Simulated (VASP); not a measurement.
# FeSi (P2_13) in VASP: notebook

The runs below take FeSi through relaxation of the atoms, with PBE.

Program: VASP 6.6.1. These are calculated values, not measurements. Logs are shortened: lines on timing, memory, paths and dates and some standing lists are left out, and cuts for length are marked.

## Step 1: The cell of the first run

It takes space group P2_13 (No. 198, cubic). Conventional cell: a = 4.403 Å, b = 4.403 Å, c = 4.403 Å, α = 90.00°, β = 90.00°, γ = 90.00°. Fe (site symmetry 3) has 7 Si at 2.25 to 2.48 Å and 6 Fe at 2.70 Å within 3.0 Å. Si (site symmetry 3) has 7 Fe at 2.25 to 2.48 Å and 6 Si at 2.73 Å within 3.0 Å.

## Step 2: Relaxation of the atoms, PBE (10.67 Å³/atom)

The input, INCAR:

```
SYSTEM = FeSi
PREC     = Accurate       ! precision mode
ENCUT    = 520            ! plane-wave cutoff, eV
EDIFF    = 1E-7           ! SCF threshold, eV
ISMEAR   = 0              ! smearing method
SIGMA    = 0.01           ! smearing width, eV
LREAL    = .FALSE.        ! projectors in reciprocal space
LASPH    = .TRUE.         ! aspherical terms in the spheres
NELM     = 100            ! most SCF steps
ALGO     = Normal         ! electronic algorithm
ISIF     = 2              ! what is computed and relaxed
LWAVE    = .FALSE.        ! write WAVECAR
LCHARG   = .FALSE.        ! write CHGCAR
GGA      = PE             ! functional
IBRION   = 2              ! ionic algorithm
NSW      = 50             ! ionic steps
EDIFFG   = -0.01          ! ionic threshold
```

The input, KPOINTS:

```
regular mesh
0
G
  8 8 8
  0 0 0
```

The input, POSCAR:

```
FeSi
1.0
    4.4030375834      0.0000000000      0.0000000000
    0.0000000000      4.4030375834      0.0000000000
    0.0000000000      0.0000000000      4.4030375834
Fe Si
4 4
Direct
    0.1359900678      0.1359900678      0.1359900678
    0.3640099322      0.8640099322      0.6359900678
    0.6359900678      0.3640099322      0.8640099322
    0.8640099322      0.6359900678      0.3640099322
    0.8407102850      0.8407102850      0.8407102850
    0.6592897150      0.1592897150      0.3407102850
    0.3407102850      0.6592897150      0.1592897150
    0.1592897150      0.3407102850      0.6592897150
```

Potentials or basis: VASP PAW PBE potentials, release 64 (Fe, Si).

The run is started by

```
> cat potpaw_PBE.64/Fe/POTCAR potpaw_PBE.64/Si/POTCAR > POTCAR
> mpirun -np 1 vasp_std > vasp.out
```

OUTCAR:

```text
SYSTEM = FeSi
   PREC = Accurate
   ENCUT = 520
   EDIFF = 1E-7
   ISMEAR = 0
   LREAL = .FALSE.
   LASPH = .TRUE.
   NELM = 100
   ISIF = 2
   GGA = PE
   IBRION = 2
   NSW = 50
   EDIFFG = -0.01

 ion  position               nearest neighbor table
   1  0.136  0.136  0.136-   5 2.25   6 2.29   7 2.29   8 2.29   7 2.48   8 2.48   6 2.48   3 2.70
                             4 2.70   2 2.70   2 2.70   4 2.70   3 2.70
   2  0.364  0.864  0.636-   6 2.25   5 2.29   7 2.29   8 2.29   7 2.48   8 2.48   5 2.48   1 2.70
                             1 2.70   3 2.70   3 2.70   4 2.70   4 2.70
   3  0.636  0.364  0.864-   7 2.25   6 2.29   5 2.29   8 2.29   8 2.48   6 2.48   5 2.48   1 2.70
                             4 2.70   2 2.70   2 2.70   4 2.70   1 2.70
   4  0.864  0.636  0.364-   8 2.25   6 2.29   7 2.29   5 2.29   6 2.48   5 2.48   7 2.48   1 2.70
                             3 2.70   2 2.70   1 2.70   2 2.70   3 2.70
   5  0.841  0.841  0.841-   1 2.25   2 2.29   3 2.29   4 2.29   3 2.48   4 2.48   2 2.48   7 2.73
                             8 2.73   8 2.73   7 2.73   6 2.73   6 2.73
   6  0.659  0.159  0.341-   2 2.25   1 2.29   3 2.29   4 2.29   3 2.48   4 2.48   1 2.48   7 2.73
                             7 2.73   8 2.73   8 2.73   5 2.73   5 2.73
   7  0.341  0.659  0.159-   3 2.25   2 2.29   1 2.29   4 2.29   4 2.48   2 2.48   1 2.48   5 2.73
                             6 2.73   6 2.73   5 2.73   8 2.73   8 2.73
   8  0.159  0.341  0.659-   4 2.25   2 2.29   3 2.29   1 2.29   2 2.48   1 2.48   3 2.48   5 2.73
                             5 2.73   6 2.73   6 2.73   7 2.73   7 2.73

  LATTYP: Found a simple cubic cell.
 ALAT       =     4.4030375834

  Lattice vectors:

 A1 = (   4.4030375834,   0.0000000000,   0.0000000000)
 A2 = (   0.0000000000,   4.4030375834,   0.0000000000)
 A3 = (   0.0000000000,   0.0000000000,   4.4030375834)

Analysis of symmetry for initial positions (statically):
=====================================================================
 Subroutine PRICEL returns:
 Original cell was already a primitive cell.

 Routine SETGRP: Setting up the symmetry group for a
 simple cubic supercell.

 Subroutine GETGRP returns: Found 12 space group operations
 (whereof  3 operations were pure point group operations)
 out of a pool of 48 trial point group operations.

The static configuration has the point symmetry C_3 .
 The point group associated with its full space group is T   .

Analysis of symmetry for dynamics (positions and initial velocities):
=====================================================================
 Subroutine PRICEL returns:
 Original cell was already a primitive cell.

 Routine SETGRP: Setting up the symmetry group for a
 simple cubic supercell.

 Subroutine GETGRP returns: Found 12 space group operations
 (whereof  3 operations were pure point group operations)
 out of a pool of 48 trial point group operations.

The dynamic configuration has the point symmetry C_3 .
 The point group associated with its full space group is T   .

 Subroutine INISYM returns: Found 12 space group operations
 (whereof  3 operations are pure point group operations),
 and found     1 'primitive' translations

----------------------------------------------------------------------------------------

                                     Primitive cell

  volume of cell :      85.3605

  direct lattice vectors                    reciprocal lattice vectors
     4.403037583  0.000000000  0.000000000     0.227115936  0.000000000  0.000000000
     0.000000000  4.403037583  0.000000000     0.000000000  0.227115936  0.000000000
     0.000000000  0.000000000  4.403037583     0.000000000  0.000000000  0.227115936

  length of vectors
     4.403037583  4.403037583  4.403037583     0.227115936  0.227115936  0.227115936

  position of ions in fractional coordinates (direct lattice)
     0.135990068  0.135990068  0.135990068
     0.364009932  0.864009932  0.635990068
     0.635990068  0.364009932  0.864009932
     0.864009932  0.635990068  0.364009932
     0.840710285  0.840710285  0.840710285
     0.659289715  0.159289715  0.340710285
     0.340710285  0.659289715  0.159289715
     0.159289715  0.340710285  0.659289715

  ion indices of the primitive-cell ions
   primitive index   ion index
                 1           1
                 2           2
                 3           3
                 4           4
                 5           5
                 6           6
                 7           7
                 8           8

----------------------------------------------------------------------------------------

 KPOINTS: regular mesh

Automatic generation of k-mesh.
 Grid dimensions read from file:
 generate k-points for:    8    8    8

 Generating k-lattice:

  Cartesian coordinates                     Fractional coordinates (reciprocal lattice)
     0.028389492  0.000000000  0.000000000     0.125000000  0.000000000  0.000000000
     0.000000000  0.028389492  0.000000000     0.000000000  0.125000000  0.000000000
     0.000000000  0.000000000  0.028389492     0.000000000  0.000000000  0.125000000

  Length of vectors
     0.028389492  0.028389492  0.028389492

  Shift w.r.t. Gamma in fractional coordinates (k-lattice)
     0.000000000  0.000000000  0.000000000

 Subroutine IBZKPT returns following result:
 ===========================================

 Found     45 irreducible k-points:

 Following reciprocal coordinates:
            Coordinates               Weight
  0.000000  0.000000  0.000000      1.000000
  0.125000  0.000000  0.000000      6.000000
  0.250000  0.000000  0.000000      6.000000
  0.375000  0.000000  0.000000      6.000000
  0.500000  0.000000  0.000000      3.000000
  0.125000  0.125000  0.000000     12.000000
[... 16 lines left out ...]
  0.250000  0.125000  0.125000     24.000000
  0.375000  0.125000  0.125000     24.000000
 [... further k-points ...]
   k-points           NKPTS =     45   k-points in BZ     NKDIM =     45   number of bands    NBANDS=     29
   number of dos      NEDOS =    301   number of ions     NIONS =      8
   total plane-waves  NPLWV =  46656
   dimension x,y,z NGX =    36 NGY =   36 NGZ =   36
   dimension x,y,z NGXF=    72 NGYF=   72 NGZF=   72
   ions per type =               4   4
   NGX,Y,Z   is equivalent  to a cutoff of  13.59, 13.59, 13.59 a.u.
   NGXF,Y,Z  is equivalent  to a cutoff of  27.19, 27.19, 27.19 a.u.
 SYSTEM =  FeSi
   PREC   = accura    normal or accurate (medium, high low for compatibility)
   ISTART =      0    job   : 0-new  1-cont  2-samecut
   ICHARG =      2    charge: 1-file 2-atom 10-const
   ISPIN  =      1    spin polarized calculation?
   LNONCOLLINEAR =      F non collinear calculations
   LSORBIT =      F    spin-orbit coupling
   LASPH  =      T    aspherical Exc in radial PAW
   ENCUT  =  520.0 eV  38.22 Ry    6.18 a.u.   8.19  8.19  8.19*2*pi/ulx,y,z
   NELM   =    100;   NELMIN=  2; NELMDL= -5     # of ELM steps
   EDIFF  = 0.1E-06   stopping-criterion for ELM
   LREAL  =      F    real-space projection
   EDIFFG = -.1E-01   stopping-criterion for IOM
   NSW    =     50    number of steps for IOM
   IBRION =      2    ionic relax: 0-MD 1-quasi-New 2-CG
   NFREE  =      1    steps in history (QN), initial steepest desc. (CG)
   ISIF   =      2    stress and relaxation
   ISYM   =      2    0-nonsym 1-usesym 2-fastsym
   POTIM  = 0.5000    time-step for ionic-motion
   TEBEG  =    0.0;   TEEND  =   0.0 temperature during run
   PSTRESS=    0.0 pullay stress
   NELECT =      48.0000    total number of electrons
   NUPDOWN=      -1.0000    fix difference up-down
   EMIN   =  10.00;   EMAX   =-10.00  energy-range for DOS
   EFERMI =   0.00;   METHOD = LEGACY
   ISMEAR =     0;   SIGMA  =   0.01  broadening in eV -4-tet -1-fermi 0-gaus
   EFERMI_NEDOS =   21; number of points for ismear=-14 and -15
   IALGO  =     38    algorithm
   IMIX   =      4    mixing-type and parameters
     AMIX     =   0.40;   BMIX     =  1.00
     AMIX_MAG =   1.60;   BMIX_MAG =  1.00
  volume/ion in A,a.u.               =      10.67        72.01
  Fermi-wavevector in a.u.,A,eV,Ry     =   1.351251  2.553495 24.842613  1.825881
  Thomas-Fermi vector in A             =   2.478689
   LORBIT       =      0    0 simple, 1 ext, 2 COOP (PROOUT), +10 PAW based schemes
   GGA     = PE    functional components
   LHFCALC =     F    Hartree Fock is set to
   AEXX    =    0.0000 exact exchange contribution
   IVDW    =     0    specifies the selected vdW correction
   LEPSILON=     F    determine dielectric tensor
   LRPA    =     F    only Hartree local field effects (RPA)
 conjugate gradient relaxation of ions
 non-spin polarized calculation
 Gauss-broadening in eV      SIGMA  =   0.01
  energy-cutoff  :      520.00
  volume of cell :       85.36
 maximum number of plane-waves:      2325
 NGX is ok and might be reduce to    36
   NGX = 17   NGY = 17   NGZ = 17

--------------------------------------- Ionic step        1  -------------------------------------------

 number of electron      48.0000004 magnetization

 Free energy of the ion-electron system (eV)
  ---------------------------------------------------
  ext. energy  EPLUGINS =         0.00000000
  ---------------------------------------------------
  free energy    TOTEN  =       -58.71871716 eV

  energy without entropy =      -58.71871716  energy(sigma->0) =      -58.71871716

------------------------ aborting loop because EDIFF is reached ----------------------------------------

  FORCE on cell =-STRESS in cart. coord.  units (eV):
  Direction    XX          YY          ZZ          XY          YZ          ZX
  --------------------------------------------------------------------------------------
  -------------------------------------------------------------------------------------
  Total        4.1221501      4.1221501      4.1221501     -0.0000000      0.0000000     -0.0000000
  in kB       77.3708206     77.3708206     77.3708206     -0.0000000      0.0000000     -0.0000000
  external PRESSURE =      77.3708206 kB  Pullay stress =       0.0000000 kB
[... 69 lines left out ...]
  energy  without entropy=      -58.7229455951  energy(sigma->0) =      -58.72294560

--------------------------------------- Ionic step        3  -------------------------------------------

 number of electron      48.0000004 magnetization

 Free energy of the ion-electron system (eV)
  ---------------------------------------------------
  ext. energy  EPLUGINS =         0.00000000
  ---------------------------------------------------
  free energy    TOTEN  =       -58.72365375 eV

  energy without entropy =      -58.72365375  energy(sigma->0) =      -58.72365375

 E-fermi :  10.2216     XC(G=0): -12.9527

 val. band max:       10.1269972359   @ k =  -0.1250   0.3750   0.0000
 cond. band min:      10.2839890673   @ k =   0.3750   0.1250   0.1250
 fundamental gap:      0.1569918314
 Fermi energy:        10.2215664438

 k-point     1 :       0.0000    0.0000    0.0000
  band No.  band energies     occupation
      1      -3.3651      2.00000
      2       2.0936      2.00000
      3       2.0936      2.00000
      4       2.0936      2.00000
      5       4.9435      2.00000
      6       4.9435      2.00000
[... 757 lines left out ...]
     28      12.3748      0.00000
     29      12.6769      0.00000

 [... further k-points ...]

------------------------ aborting loop because EDIFF is reached ----------------------------------------

  FORCE on cell =-STRESS in cart. coord.  units (eV):
  Direction    XX          YY          ZZ          XY          YZ          ZX
  --------------------------------------------------------------------------------------
  -------------------------------------------------------------------------------------
  Total        3.8652356      3.8652356      3.8652356     -0.0000000     -0.0000000     -0.0000000
  in kB       72.5486565     72.5486565     72.5486565     -0.0000000     -0.0000000     -0.0000000
  external PRESSURE =      72.5486565 kB  Pullay stress =       0.0000000 kB
[... 23 lines left out ...]
  FREE ENERGIE OF THE ION-ELECTRON SYSTEM (eV)
  ---------------------------------------------------
  free  energy   TOTEN  =       -58.7236537521 eV

  energy  without entropy=      -58.7236537521  energy(sigma->0) =      -58.72365375

 reached required accuracy - stopping structural energy minimisation
```

Run time: 6.2 min. Hardware: 1 thread of Oxide Virtual Turin-like, shared host; peak memory 0.22 GiB.

Results:

```yaml
Free_energy: -58.7237 eV
Energy_gained_by_relaxing: 0.6 meV/atom
Ionic_steps: 3
Pressure_after_relaxing: 7.3 GPa
Band_gap_on_the_k_mesh: 0.16 eV (least direct gap 0.17 eV)
```

The path:
```
step  energy change (eV)  largest force (eV/Å)  pressure (GPa)
   1              0.0000                0.1666            7.74
   2             -0.0042                0.0633            7.44
   3             -0.0049                0.0014            7.25
```

Final structure:
```
CELL_PARAMETERS angstrom
4.40304 0.00000 0.00000
0.00000 4.40304 0.00000
0.00000 0.00000 4.40304
ATOMIC_POSITIONS crystal
Fe 0.13771 0.13771 0.13771
Fe 0.36229 0.86229 0.63771
Fe 0.63771 0.36229 0.86229
Fe 0.86229 0.63771 0.36229
Si 0.84137 0.84137 0.84137
Si 0.65863 0.15863 0.34137
Si 0.34137 0.65863 0.15863
Si 0.15863 0.34137 0.65863
```

A k mesh can miss the band edges. Spin polarisation is off, so any magnetic state and its effect on volume and gap are missing.

## Step 3: Relaxation of the atoms, PBE (11.33 Å³/atom)

This run uses another cell than the first one, of 11.33 Å³/atom.

The input, INCAR:

```
  PREC = Accurate
  ENCUT = 520
  EDIFF = 1E-7
  ISMEAR = 0
  SIGMA = 0.01
  LREAL = F
  LASPH = T
  NELM = 60
  ALGO = Normal
  ISIF = 2
  LWAVE = F
  LCHARG = F
  GGA = PE
  IBRION = 2
  NSW = 50
  EDIFFG = -0.01
```

The input, KPOINTS:

```
regular mesh
0
Gamma
  8 8 8
```

POSCAR, as its differences from that of step 2:

```diff
@@ -2,5 +2,5 @@
 1.0
-    4.4030375834      0.0000000000      0.0000000000
-    0.0000000000      4.4030375834      0.0000000000
-    0.0000000000      0.0000000000      4.4030375834
+    4.4920118094      0.0000000000      0.0000000000
+    0.0000000000      4.4920118094      0.0000000000
+    0.0000000000      0.0000000000      4.4920118094
 Fe Si
```

Potentials or basis: VASP PAW PBE potentials, release 64 (Fe, Si).

The run is started by

```
> cat potpaw_PBE.64/Fe/POTCAR potpaw_PBE.64/Si/POTCAR > POTCAR
> mpirun -np 1 vasp_std > vasp.out
```

Run time: 4.8 min. Hardware: 1 thread of Oxide Virtual Turin-like, shared host; peak memory 0.23 GiB.

Results (log left out):

- Free energy: -58.7324 eV
- Energy gained by relaxing: 0.2 meV/atom
- Ionic steps: 3
- Pressure after relaxing: -6.0 GPa
- Largest force after relaxing: 0.009 eV/Å
- Band gap on the k mesh: 0.16 eV (least direct gap 0.17 eV)

Forces in eV/Å, atoms in the order of the input:
```
Fe  -0.005 -0.005 -0.005
Fe   0.005  0.005 -0.005
Fe  -0.005  0.005  0.005
Fe   0.005 -0.005  0.005
Si   0.004  0.004  0.004
Si  -0.004 -0.004  0.004
Si   0.004 -0.004 -0.004
Si  -0.004  0.004 -0.004
```

The path:
```
step  energy change (eV)  largest force (eV/Å)  pressure (GPa)
   1              0.0000                0.0824           -6.25
   2             -0.0014                0.0441           -6.10
   3             -0.0018                0.0089           -5.97
```

Final structure:
```cif
data_structure
_symmetry_space_group_name_H-M 'P 1'
_symmetry_Int_Tables_number 1
_cell_length_a 4.4920
_cell_length_b 4.4920
_cell_length_c 4.4920
_cell_angle_alpha 90.000
_cell_angle_beta 90.000
_cell_angle_gamma 90.000
_cell_volume 90.64
loop_
_atom_site_label
_atom_site_type_symbol
_atom_site_fract_x
_atom_site_fract_y
_atom_site_fract_z
_atom_site_occupancy
Fe1 Fe 0.13501 0.13501 0.13501 1
Fe2 Fe 0.36499 0.86499 0.63501 1
Fe3 Fe 0.63501 0.36499 0.86499 1
Fe4 Fe 0.86499 0.63501 0.36499 1
Si1 Si 0.84009 0.84009 0.84009 1
Si2 Si 0.65991 0.15991 0.34009 1
Si3 Si 0.34009 0.65991 0.15991 1
Si4 Si 0.15991 0.34009 0.65991 1
```

Levels at points of the mesh, in eV from the valence-band top:
| k point | band 20 | band 21 | band 22 | band 23 | band 24 | band 25 | band 26 | band 27 | band 28 | band 29 |
| --- | --- | --- | --- | --- | --- | --- | --- | --- | --- | --- |
| (0.00, 0.00, 0.00) | -0.27 | -0.27 | -0.27 | -0.03 | -0.03 | 0.63 | 0.63 | 0.63 | 2.90 | 2.90 |
| (0.50, 0.00, 0.00) | -1.18 | -0.36 | -0.36 | -0.01 | -0.01 | 0.20 | 0.20 | 1.67 | 1.67 | 2.11 |
| (0.50, 0.50, 0.00) | -1.20 | -0.97 | -0.97 | -0.34 | -0.34 | 0.62 | 0.62 | 1.25 | 1.25 | 2.58 |
| (0.50, 0.50, 0.50) | -0.70 | -0.63 | -0.63 | -0.63 | -0.63 | 0.48 | 0.48 | 0.48 | 0.48 | 5.45 |

A k mesh can miss the band edges. Spin polarisation is off, so any magnetic state and its effect on volume and gap are missing.

(Continued in part 2 of 2.)
